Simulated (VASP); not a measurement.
# Na (Im-3m) in VASP: single point with PBEsol

Aim: the single point of Na with PBEsol.

Everything below comes from runs of VASP 6.6.1. Logs are shortened: lines on timing, memory, paths and dates and some standing lists are left out, and cuts for length are marked.

**1. The cell of the first run**

It takes space group Im-3m (No. 229, cubic). The conventional cell has a = 4.183 Å, b = 4.183 Å, c = 4.183 Å, α = 90.00°, β = 90.00°, γ = 90.00°. Within 4.8 Å of Na (site symmetry m-3m) lie 14 Na at 3.62 to 4.18 Å.

**2. Single point, PBEsol**

The input, INCAR:

```
SYSTEM = Na
PREC = Accurate
ENCUT = 520
EDIFF = 1E-7
ISMEAR = -1
SIGMA = 0.13605693000000002
LREAL = .FALSE.
LASPH = .TRUE.
NELM = 100
ALGO = Normal
ISIF = 2
LWAVE = .FALSE.
LCHARG = .TRUE.
GGA = PS
LELF = .TRUE.
LVHAR = .TRUE.
NBANDS = 10
```

The input, KPOINTS:

```
regular mesh
0
G
  11 11 11
  0 0 0
```

The input, POSCAR:

```
Na
1.0
   -2.0917095663      2.0917095663      2.0917095663
    2.0917095663     -2.0917095663      2.0917095663
    2.0917095663      2.0917095663     -2.0917095663
Na
1
Direct
    0.0000000000      0.0000000000      0.0000000000
```

Potentials or basis: VASP PAW PBE potentials, release 64 (Na_pv).

Command:

```bash
$ cat potpaw_PBE.64/Na_pv/POTCAR > POTCAR
$ mpirun -np 1 vasp_std > vasp.out
```

OUTCAR:

```text
SYSTEM = Na
   PREC = Accurate
   ENCUT = 520
   EDIFF = 1E-7
   ISMEAR = -1
   LREAL = .FALSE.
   LASPH = .TRUE.
   NELM = 100
   ISIF = 2
   GGA = PS

 ion  position               nearest neighbor table
   1  0.000  0.000  0.000-

  LATTYP: Found a body centered cubic cell.
 ALAT       =     4.1834191326

  Lattice vectors:

 A1 = (  -2.0917095663,   2.0917095663,   2.0917095663)
 A2 = (   2.0917095663,  -2.0917095663,   2.0917095663)
 A3 = (   2.0917095663,   2.0917095663,  -2.0917095663)

Analysis of symmetry for initial positions (statically):
=====================================================================
 Subroutine PRICEL returns:
 Original cell was already a primitive cell.

 Routine SETGRP: Setting up the symmetry group for a
 body centered cubic supercell.

 Subroutine GETGRP returns: Found 48 space group operations
 (whereof 48 operations were pure point group operations)
 out of a pool of 48 trial point group operations.

The static configuration has the point symmetry O_h .

Analysis of symmetry for dynamics (positions and initial velocities):
=====================================================================
 Subroutine PRICEL returns:
 Original cell was already a primitive cell.

 Routine SETGRP: Setting up the symmetry group for a
 body centered cubic supercell.

 Subroutine GETGRP returns: Found 48 space group operations
 (whereof 48 operations were pure point group operations)
 out of a pool of 48 trial point group operations.

The dynamic configuration has the point symmetry O_h .

 Subroutine INISYM returns: Found 48 space group operations
 (whereof 48 operations are pure point group operations),
 and found     1 'primitive' translations

----------------------------------------------------------------------------------------

                                     Primitive cell

  volume of cell :      36.6070

  direct lattice vectors                    reciprocal lattice vectors
    -2.091709566  2.091709566  2.091709566     0.000000000  0.239038922  0.239038922
     2.091709566 -2.091709566  2.091709566     0.239038922  0.000000000  0.239038922
     2.091709566  2.091709566 -2.091709566     0.239038922  0.239038922  0.000000000

  length of vectors
     3.622947244  3.622947244  3.622947244     0.338052086  0.338052086  0.338052086

  position of ions in fractional coordinates (direct lattice)
     0.000000000  0.000000000  0.000000000
[... 78 lines left out ...]
   EDIFFG = 0.1E-05   stopping-criterion for IOM
   NSW    =      0    number of steps for IOM
   IBRION =     -1    ionic relax: 0-MD 1-quasi-New 2-CG
   NFREE  =      0    steps in history (QN), initial steepest desc. (CG)
   ISIF   =      2    stress and relaxation
   ISYM   =      2    0-nonsym 1-usesym 2-fastsym
   POTIM  = 0.5000    time-step for ionic-motion
   TEBEG  =    0.0;   TEEND  =   0.0 temperature during run
   PSTRESS=    0.0 pullay stress
   NELECT =       7.0000    total number of electrons
   NUPDOWN=      -1.0000    fix difference up-down
   EMIN   =  10.00;   EMAX   =-10.00  energy-range for DOS
   EFERMI =   0.00;   METHOD = LEGACY
   ISMEAR =    -1;   SIGMA  =   0.14  broadening in eV -4-tet -1-fermi 0-gaus
   EFERMI_NEDOS =   21; number of points for ismear=-14 and -15
   IALGO  =     38    algorithm
   IMIX   =      4    mixing-type and parameters
     AMIX     =   0.40;   BMIX     =  1.00
     AMIX_MAG =   1.60;   BMIX_MAG =  1.00
  volume/ion in A,a.u.               =      36.61       247.04
  Fermi-wavevector in a.u.,A,eV,Ry     =   0.943162  1.782317 12.103115  0.889554
  Thomas-Fermi vector in A             =   2.070842
   LORBIT       =      0    0 simple, 1 ext, 2 COOP (PROOUT), +10 PAW based schemes
   GGA     = PS    functional components
   LHFCALC =     F    Hartree Fock is set to
   AEXX    =    0.0000 exact exchange contribution
   IVDW    =     0    specifies the selected vdW correction
   LEPSILON=     F    determine dielectric tensor
   LRPA    =     F    only Hartree local field effects (RPA)
 non-spin polarized calculation
  energy-cutoff  :      520.00
  volume of cell :       36.61
 maximum number of plane-waves:      1008
   NGX = 13   NGY = 13   NGZ = 13

 number of electron       7.0000000 magnetization

 Free energy of the ion-electron system (eV)
  ---------------------------------------------------
  ext. energy  EPLUGINS =         0.00000000
  ---------------------------------------------------
  free energy    TOTEN  =        -1.41459959 eV

  energy without entropy =       -1.38757456  energy(sigma->0) =       -1.40108707

 E-fermi :   0.3571     XC(G=0):  -6.5344

 val. band max:        0.3088524096   @ k =  -0.3636   0.4545   0.0909
 cond. band min:       0.4456216921   @ k =   0.1818   0.1818   0.1818
 fundamental gap:      0.1367692825
 Fermi energy:         0.3571265679

 k-point     1 :       0.0000    0.0000    0.0000
  band No.  band energies     occupation
      1     -24.4339      2.00000
      2     -24.4339      2.00000
      3     -24.4339      2.00000
      4      -2.9629      2.00000
      5      12.1557      0.00000
      6      12.1557      0.00000
      7      12.1557      0.00000
      8      13.1676      0.00000
      9      13.1676      0.00000
     10      13.7149      0.00000
[... 287 lines left out ...]
 k-point    24 :       0.3636    0.1818    0.0909
  band No.  band energies     occupation
      1     -24.4646      2.00000
      2     -24.4508      2.00000
      3     -24.4396      2.00000
      4       1.7092      0.00010
      5       2.2188      0.00000
      6       4.9720      0.00000
      7       6.8539      0.00000
      8      13.7649      0.00000
      9      15.1618      0.00000
     10      16.2814      0.00000

 [... further k-points ...]

------------------------ aborting loop because EDIFF is reached ----------------------------------------

  FORCE on cell =-STRESS in cart. coord.  units (eV):
  Direction    XX          YY          ZZ          XY          YZ          ZX
  --------------------------------------------------------------------------------------
  -------------------------------------------------------------------------------------
  Total       -0.0100428     -0.0100428     -0.0100428      0.0000000     -0.0000000      0.0000000
  in kB       -0.4395437     -0.4395437     -0.4395437      0.0000000     -0.0000000      0.0000000
  external PRESSURE =      -0.4395437 kB  Pullay stress =       0.0000000 kB

 VOLUME and BASIS-vectors are now :
 -----------------------------------------------------------------------------
  energy-cutoff  :      520.00
  volume of cell :       36.61
      direct lattice vectors                 reciprocal lattice vectors
    -2.091709566  2.091709566  2.091709566     0.000000000  0.239038922  0.239038922
     2.091709566 -2.091709566  2.091709566     0.239038922  0.000000000  0.239038922
     2.091709566  2.091709566 -2.091709566     0.239038922  0.239038922  0.000000000

 POSITION                                       TOTAL-FORCE (eV/Angst)
 -----------------------------------------------------------------------------------
      0.00000      0.00000      0.00000        -0.000000      0.000000     -0.000000
 -----------------------------------------------------------------------------------
    total drift:                               -0.000000     -0.000000     -0.000000

  FREE ENERGIE OF THE ION-ELECTRON SYSTEM (eV)
  ---------------------------------------------------
  free  energy   TOTEN  =        -1.4145995864 eV

  energy  without entropy=       -1.3875745629  energy(sigma->0) =       -1.40108707
```

OSZICAR:

```text
N       E                     dE             d eps       ncg     rms          rms(c)
DAV:   1     0.302864986398E+02    0.30286E+02   -0.38480E+03  1120   0.598E+02
DAV:   2    -0.709833829785E+00   -0.30996E+02   -0.30865E+02  1164   0.157E+02
DAV:   3    -0.141098947353E+01   -0.70116E+00   -0.70061E+00  1362   0.251E+01
DAV:   4    -0.141674057424E+01   -0.57511E-02   -0.57506E-02  1312   0.230E+00
DAV:   5    -0.141681570182E+01   -0.75128E-04   -0.75127E-04  1324   0.255E-01    0.238E-01
DAV:   6    -0.141513368764E+01    0.16820E-02   -0.27903E-03  1306   0.770E-01    0.144E-01
DAV:   7    -0.141465249487E+01    0.48119E-03   -0.24952E-03  1296   0.652E-01    0.455E-02
DAV:   8    -0.141459931361E+01    0.53181E-04   -0.19931E-04  1260   0.245E-01    0.203E-03
DAV:   9    -0.141459956411E+01   -0.25050E-06   -0.80413E-07  1352   0.934E-03    0.112E-03
DAV:  10    -0.141459958643E+01   -0.22319E-07   -0.39990E-08  1210   0.136E-03
   1 F= -.14145996E+01 E0= -.14010871E+01  d E =-.270250E-01
```

stdout:

```text
POSCAR found type information on POSCAR Na
 POSCAR found :  1 types and       1 ions
 scaLAPACK will be used
 -----------------------------------------------------------------------------
|                                                                             |
|                                                                             |
|     You enforced a specific xc type in the INCAR file but a different       |
|     I HOPE YOU KNOW WHAT YOU ARE DOING!                                     |
|                                                                             |
 -----------------------------------------------------------------------------

 LDA part: xc-table for (Slater+PW92), standard interpolation
 POSCAR, INCAR and KPOINTS ok, starting setup
 FFT: planning ... GRIDC
 FFT: planning ... GRID_SOFT
 FFT: planning ... GRID
 WAVECAR not read
 entering main loop
```

Wall time 7.4 s (1 thread of Intel Xeon Platinum 8559C (Emerald Rapids), shared host); peak memory 0.15 GiB.

What came out:

```
Free energy : -1.4146 eV
Pressure    : 0.0 GPa
```

Levels at points of the mesh, in eV from the Fermi level:
```tsv
k point	band 1	band 2	band 3	band 4	band 5	band 6
(0.00, 0.00, 0.00)	-24.79	-24.79	-24.79	-3.32	11.80	11.80
```

Caveat: the PAW data sets were made with another functional, which shifts forces and pressure a little.
